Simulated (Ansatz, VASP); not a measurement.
**Two plane-wave programs on GdCu3**

File INCAR:

```
SYSTEM = GdCu3
PREC = Accurate
ENCUT = 520
EDIFF = 1E-6
ISMEAR = 0
SIGMA = 0.05
LREAL = .False.
LASPH = .True.
NELM = 150
ALGO = Normal
ISIF = 2
LWAVE = .False.
LCHARG = .False.
ISPIN = 2
MAGMOM = 7.69 0 0 0
LORBIT = 11
LMAXMIX = 6
GGA = PS
NBANDS = 38
```

KPOINTS

```
regular mesh
0
Gamma
  8 8 8
  0 0 0
```

The input POSCAR:

```
GdCu3
1.0
    4.0892128810      0.0000000000      0.0000000000
    0.0000000000      4.0892128810      0.0000000000
    0.0000000000      0.0000000000      4.0892128810
Gd Cu
1 3
Direct
    0.0000000000      0.0000000000      0.0000000000
    0.0000000000      0.5000000000      0.5000000000
    0.5000000000      0.5000000000      0.0000000000
    0.5000000000      0.0000000000      0.5000000000
```

Input for Ansatz:

```yaml
crystal:
  lattice:
    - [4.089212881, 0.0, 0.0]
    - [0.0, 4.089212881, 0.0]
    - [0.0, 0.0, 4.089212881]
  atoms:
    - { symbol: Gd, position: [0.0, 0.0, 0.0], spin: 7.69 }
    - { symbol: Cu, position: [0.0, 0.5, 0.5] }
    - { symbol: Cu, position: [0.5, 0.5, 0.0] }
    - { symbol: Cu, position: [0.5, 0.0, 0.5] }
basis:
  ecutwfc: 420
  ecutrho_ratio: 4
kpoints:
  mp_grid: { grid: [8, 8, 8] }
hamiltonian:
  xc: pbesol
scf:
  occupations: { method: gaussian, width: 0.05 }
output:
  forces: true
  stress: true
  eigenvalues: true
  populations: true
  write_density: true
  write_potential: true
  elf: true
  volumetric_format: npy
magnetization:
  spin_polarized: true
```

Alike in both runs: task single point; functional PBEsol; k mesh 8 × 8 × 8; occupations gaussian, width 0.05 eV; collinear spin.

```csv
,VASP,Ansatz
version,VASP 6.6.1,Ansatz 0.2.0
potentials or method,"VASP PAW PBE potentials, release 64 (Gd, Cu), cutoff 520 eV","scalar-relativistic, plane waves, PAW"
valence electrons in the cell,51,75
```

```csv
,VASP,Ansatz,Ansatz less VASP
gap on the k mesh at the Fermi level (eV),none,none,-
pressure (GPa),-3.0,-3.2,-0.24
net moment per atom (μB),1.85,1.85,-0.002
size of the moment on the site where the two differ most (μB),6.86,6.99,+0.132
```

VASP's potentials were made for PBE, not for PBEsol. Site moments also hang on the region over which each program counts them. A gap of «none» marks a metal or a gap that the smearing closes. The functional is the same, so the differences come from potentials, cutoffs and numerics. VASP's potentials hold 51 valence electrons a cell and Ansatz's 75, so a difference there can come from the potentials and not from the codes.

Spin-orbit coupling is off throughout.
